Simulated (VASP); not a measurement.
Input of a VASP 6.6.1 run:

File INCAR:

```
PREC = Accurate ; ENCUT = 520
EDIFF = 1E-7 ; ISMEAR = -1
SIGMA = 0.05 ; LREAL = False
LASPH = True ; NELM = 60
ALGO = Normal ; ISIF = 2
LWAVE = False ; LCHARG = False
GGA = PS ; NBANDS = 18
```

KPOINTS

```
Automatic mesh
0
Gamma
  14 14 14
```

POSCAR

```
CuPd
1.0
    3.0273202986      0.0000000000      0.0000000000
    0.0000000000      3.0273202986      0.0000000000
    0.0000000000      0.0000000000      3.0273202986
Cu Pd
1 1
Direct
    0.0000000000      0.0000000000      0.0000000000
    0.5000000000      0.5000000000      0.5000000000
```

Potentials or basis: VASP PAW PBE potentials, release 64 (Cu, Pd).

Launch:

```sh
$ cat potpaw_PBE.64/Cu/POTCAR potpaw_PBE.64/Pd/POTCAR > POTCAR
$ mpirun -np 1 vasp_std > vasp.out
```

Problem. Predict the pressure.

Solution. -10.0 GPa.

Caveat: the PAW data sets were made with another functional, which shifts forces and pressure a little.
